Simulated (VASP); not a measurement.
# P (Cmce) in VASP: notebook, part 2 of 2

VASP 6.6.1. Earlier steps stand in the parts before.

**5. Single point, PBE**

This run uses another cell than the first one, of 20.46 Å³/atom, 1.111 times its volume.

INCAR reads:

```
SYSTEM = P
  PREC = Accurate
  ENCUT = 520
  EDIFF = 1E-7
  ISMEAR = 0
  SIGMA = 0.03
  LREAL = .FALSE.
  LASPH = .TRUE.
  NELM = 80
  ALGO = Normal
  ISIF = 2
  LWAVE = .FALSE.
  LCHARG = .FALSE.
  GGA = PE
  NBANDS = 18
```

KPOINTS reads:

```
regular mesh
0
G
  8 8 6
  0 0 0
```

POSCAR reads:

```
P
1.0
    1.6477431241     -5.4650377251      0.0000000000
    1.6477431241      5.4650377251      0.0000000000
    0.0000000000      0.0000000000      4.5436355900
P
4
Direct
    0.9041431300      0.0958568700      0.5888151700
    0.0958568700      0.9041431300      0.4111848300
    0.5958568700      0.4041431300      0.0888151700
    0.4041431300      0.5958568700      0.9111848300
```

Potentials or basis: VASP PAW PBE potentials, release 64 (P).

Run with:

```bash
cat potpaw_PBE.64/P/POTCAR > POTCAR
mpirun -np 1 vasp_std > vasp.out
```

OUTCAR:

```text
SYSTEM = P
   PREC = Accurate
   ENCUT = 520
   EDIFF = 1E-7
   ISMEAR = 0
   LREAL = .FALSE.
   LASPH = .TRUE.
   NELM = 80
   ISIF = 2
   GGA = PE

 ion  position               nearest neighbor table
   1  0.904  0.096  0.589-   4 2.20   4 2.20   2 2.25
   2  0.096  0.904  0.411-   3 2.20   3 2.20   1 2.25
   3  0.596  0.404  0.089-   2 2.20   2 2.20   4 2.25
   4  0.404  0.596  0.911-   1 2.20   1 2.20   3 2.25

  LATTYP: Found a base centered orthorhombic cell.
 ALAT       =     3.2954862482
 B/A-ratio  =     3.3166806435
 C/A-ratio  =     1.3787451222

  Lattice vectors:

 A1 = (   1.6477431241,  -5.4650377251,   0.0000000000)
 A2 = (   1.6477431241,   5.4650377251,   0.0000000000)
 A3 = (   0.0000000000,   0.0000000000,   4.5436355900)

Analysis of symmetry for initial positions (statically):
=====================================================================
 Subroutine PRICEL returns:
 Original cell was already a primitive cell.

 Routine SETGRP: Setting up the symmetry group for a
 base centered orthorhombic supercell.

 Subroutine GETGRP returns: Found  8 space group operations
 (whereof  4 operations were pure point group operations)
 out of a pool of  8 trial point group operations.

The static configuration has the point symmetry C_2h.
 The point group associated with its full space group is D_2h.

Analysis of symmetry for dynamics (positions and initial velocities):
=====================================================================
 Subroutine PRICEL returns:
 Original cell was already a primitive cell.

 Routine SETGRP: Setting up the symmetry group for a
 base centered orthorhombic supercell.

 Subroutine GETGRP returns: Found  8 space group operations
 (whereof  4 operations were pure point group operations)
 out of a pool of  8 trial point group operations.

The dynamic configuration has the point symmetry C_2h.
 The point group associated with its full space group is D_2h.

 Subroutine INISYM returns: Found  8 space group operations
 (whereof  4 operations are pure point group operations),
 and found     1 'primitive' translations

----------------------------------------------------------------------------------------

                                     Primitive cell

  volume of cell :      81.8307

  direct lattice vectors                    reciprocal lattice vectors
     1.647743124 -5.465037725  0.000000000     0.303445357 -0.091490677  0.000000000
     1.647743124  5.465037725  0.000000000     0.303445357  0.091490677  0.000000000
     0.000000000  0.000000000  4.543635590     0.000000000  0.000000000  0.220088073

  length of vectors
     5.708037731  5.708037731  4.543635590     0.316937894  0.316937894  0.220088073

  position of ions in fractional coordinates (direct lattice)
     0.904143130  0.095856870  0.588815170
     0.095856870  0.904143130  0.411184830
     0.595856870  0.404143130  0.088815170
     0.404143130  0.595856870  0.911184830

  ion indices of the primitive-cell ions
   primitive index   ion index
                 1           1
                 2           2
                 3           3
                 4           4

----------------------------------------------------------------------------------------

 KPOINTS: regular mesh

Automatic generation of k-mesh.
 Grid dimensions read from file:
 generate k-points for:    8    8    6

 Generating k-lattice:

  Cartesian coordinates                     Fractional coordinates (reciprocal lattice)
     0.037930670 -0.011436335  0.000000000     0.125000000 -0.000000000  0.000000000
     0.037930670  0.011436335  0.000000000    -0.000000000  0.125000000  0.000000000
     0.000000000  0.000000000  0.036681345     0.000000000  0.000000000  0.166666667

  Length of vectors
     0.039617237  0.039617237  0.036681345

  Shift w.r.t. Gamma in fractional coordinates (k-lattice)
     0.000000000  0.000000000  0.000000000

 Subroutine IBZKPT returns following result:
 ===========================================

 Found     84 irreducible k-points:

 Following reciprocal coordinates:
            Coordinates               Weight
  0.000000  0.000000  0.000000      1.000000
  0.125000  0.000000  0.000000      4.000000
  0.250000  0.000000  0.000000      4.000000
  0.375000  0.000000  0.000000      4.000000
  0.500000  0.000000  0.000000      2.000000
  0.125000  0.125000  0.000000      2.000000
[... 16 lines left out ...]
  0.125000  0.000000  0.166667      8.000000
  0.250000  0.000000  0.166667      8.000000
 [... further k-points ...]
   k-points           NKPTS =     84   k-points in BZ     NKDIM =     84   number of bands    NBANDS=     18
   number of dos      NEDOS =    301   number of ions     NIONS =      4
   total plane-waves  NPLWV =  63504
   dimension x,y,z NGX =    42 NGY =   42 NGZ =   36
   dimension x,y,z NGXF=    84 NGYF=   84 NGZF=   72
   ions per type =               4
   NGX,Y,Z   is equivalent  to a cutoff of  12.23, 12.23, 13.17 a.u.
   NGXF,Y,Z  is equivalent  to a cutoff of  24.46, 24.46, 26.34 a.u.
 SYSTEM =  P
   PREC   = accura    normal or accurate (medium, high low for compatibility)
   ISTART =      0    job   : 0-new  1-cont  2-samecut
   ICHARG =      2    charge: 1-file 2-atom 10-const
   ISPIN  =      1    spin polarized calculation?
   LNONCOLLINEAR =      F non collinear calculations
   LSORBIT =      F    spin-orbit coupling
   LASPH  =      T    aspherical Exc in radial PAW
   ENCUT  =  520.0 eV  38.22 Ry    6.18 a.u.  10.61 10.61  8.45*2*pi/ulx,y,z
   NELM   =     80;   NELMIN=  2; NELMDL= -5     # of ELM steps
   EDIFF  = 0.1E-06   stopping-criterion for ELM
   LREAL  =      F    real-space projection
   EDIFFG = 0.1E-05   stopping-criterion for IOM
   NSW    =      0    number of steps for IOM
   IBRION =     -1    ionic relax: 0-MD 1-quasi-New 2-CG
   NFREE  =      0    steps in history (QN), initial steepest desc. (CG)
   ISIF   =      2    stress and relaxation
   ISYM   =      2    0-nonsym 1-usesym 2-fastsym
   POTIM  = 0.5000    time-step for ionic-motion
   TEBEG  =    0.0;   TEEND  =   0.0 temperature during run
   PSTRESS=    0.0 pullay stress
   NELECT =      20.0000    total number of electrons
   NUPDOWN=      -1.0000    fix difference up-down
   EMIN   =  10.00;   EMAX   =-10.00  energy-range for DOS
   EFERMI =   0.00;   METHOD = LEGACY
   ISMEAR =     0;   SIGMA  =   0.03  broadening in eV -4-tet -1-fermi 0-gaus
   EFERMI_NEDOS =   21; number of points for ismear=-14 and -15
   IALGO  =     38    algorithm
   IMIX   =      4    mixing-type and parameters
     AMIX     =   0.40;   BMIX     =  1.00
     AMIX_MAG =   1.60;   BMIX_MAG =  1.00
  volume/ion in A,a.u.               =      20.46       138.06
  Fermi-wavevector in a.u.,A,eV,Ry     =   1.023559  1.934246 14.254450  1.047673
  Thomas-Fermi vector in A             =   2.157299
   LORBIT       =      0    0 simple, 1 ext, 2 COOP (PROOUT), +10 PAW based schemes
   GGA     = PE    functional components
   LHFCALC =     F    Hartree Fock is set to
   AEXX    =    0.0000 exact exchange contribution
   IVDW    =     0    specifies the selected vdW correction
   LEPSILON=     F    determine dielectric tensor
   LRPA    =     F    only Hartree local field effects (RPA)
 non-spin polarized calculation
 Gauss-broadening in eV      SIGMA  =   0.03
  energy-cutoff  :      520.00
  volume of cell :       81.83
 maximum number of plane-waves:      2226
   NGX = 21   NGY = 21   NGZ = 17

 number of electron      20.0000004 magnetization

 Free energy of the ion-electron system (eV)
  ---------------------------------------------------
  ext. energy  EPLUGINS =         0.00000000
  ---------------------------------------------------
  free energy    TOTEN  =       -21.49056076 eV

  energy without entropy =      -21.49055767  energy(sigma->0) =      -21.49055921

 E-fermi :   5.9382     XC(G=0):  -9.4247

 val. band max:        5.8832840854   @ k =   0.5000   0.5000   0.0000
 cond. band min:       5.9931242359   @ k =   0.5000   0.5000   0.0000
 fundamental gap:      0.1098401505
 Fermi energy:         5.9382041490

 k-point     1 :       0.0000    0.0000    0.0000
  band No.  band energies     occupation
      1      -9.9427      2.00000
      2      -7.1973      2.00000
      3      -3.9258      2.00000
      4      -0.9005      2.00000
      5       0.9130      2.00000
      6       0.9773      2.00000
[... 10 lines left out ...]
     17      12.7797      0.00000
     18      13.2564      0.00000
[... 466 lines left out ...]
      2      -6.7272      2.00000
      3      -4.3185      2.00000
      4      -1.3733      2.00000
      5      -0.3919      2.00000
      6       0.0381      2.00000
[... 10 lines left out ...]
     17      11.4037      0.00000
     18      12.6729      0.00000

 [... further k-points ...]
[... 5 lines left out ...]
  --------------------------------------------------------------------------------------
  -------------------------------------------------------------------------------------
  Total        0.7735041      0.8363057      0.9554319      0.0000000     -0.0000000      0.0000000
  in kB       15.1445727     16.3741761     18.7065695      0.0000000     -0.0000000      0.0000000
  external PRESSURE =      16.7417728 kB  Pullay stress =       0.0000000 kB

 VOLUME and BASIS-vectors are now :
 -----------------------------------------------------------------------------
  energy-cutoff  :      520.00
  volume of cell :       81.83
      direct lattice vectors                 reciprocal lattice vectors
     1.647743124 -5.465037725  0.000000000     0.303445357 -0.091490677  0.000000000
     1.647743124  5.465037725  0.000000000     0.303445357  0.091490677  0.000000000
     0.000000000  0.000000000  4.543635590     0.000000000  0.000000000  0.220088073

 POSITION                                       TOTAL-FORCE (eV/Angst)
 -----------------------------------------------------------------------------------
      1.64774     -4.41731      2.67536         0.000000      0.127918     -0.256575
      1.64774      4.41731      1.86827         0.000000     -0.127918      0.256575
      1.64774     -1.04772      0.40354         0.000000     -0.127918     -0.256575
      1.64774      1.04772      4.14009         0.000000      0.127918      0.256575
 -----------------------------------------------------------------------------------
    total drift:                               -0.000000     -0.000000      0.000000

  FREE ENERGIE OF THE ION-ELECTRON SYSTEM (eV)
  ---------------------------------------------------
  free  energy   TOTEN  =       -21.4905607557 eV

  energy  without entropy=      -21.4905576670  energy(sigma->0) =      -21.49055921
```

Run time: 90 s. Hardware: 1 thread of Intel Xeon Platinum 8488C (Sapphire Rapids), shared host; peak memory 0.27 GiB.

What came out:

- Free energy: -21.4906 eV
- Pressure: 1.7 GPa
- Largest force: 0.287 eV/Å
- Band gap on the k mesh: 0.11 eV, direct

Forces on the atoms (eV/Å):
```
P    0.000  0.128 -0.257
P    0.000 -0.128  0.257
P    0.000 -0.128 -0.257
P    0.000  0.128  0.257
```

**6. The runs side by side**

| level | cell | smearing | gap on the mesh (eV) | pressure (GPa) | largest force (eV/Å) |
| --- | --- | --- | --- | --- | --- |
| BLYP+D3(BJ) | a = 5.406, b = 5.406, c = 4.291 Å, angles 90.0, 90.0, 144.0°, 4 atoms | fermi-dirac 0.05 eV | 0.14 | -0.1 | 0.04 |
| BLYP+D4 | a = 5.446, b = 5.446, c = 4.334 Å, angles 90.0, 90.0, 144.3°, 4 atoms | fermi-dirac 0.05 eV | 0.22 | -0.1 | 0.04 |
| PBE | a = 5.708, b = 5.708, c = 4.544 Å, angles 90.0, 90.0, 146.4°, 4 atoms | gaussian 0.029 eV | 0.11 | 1.7 | 0.29 |
| PBE | a = 5.708, b = 5.708, c = 4.544 Å, angles 90.0, 90.0, 146.4°, 4 atoms | gaussian 0.03 eV | 0.11 | 1.7 | 0.29 |

Alike in all rows: task single point; potentials or basis VASP PAW PBE potentials, release 64 (P); no spin polarisation; k mesh 8 × 8 × 6; cutoff (eV) 520.

Caveats: the PAW data sets were made with another functional, which shifts forces and pressure a little (some runs).

Absolute energies hang on the potentials; compare differences alone.
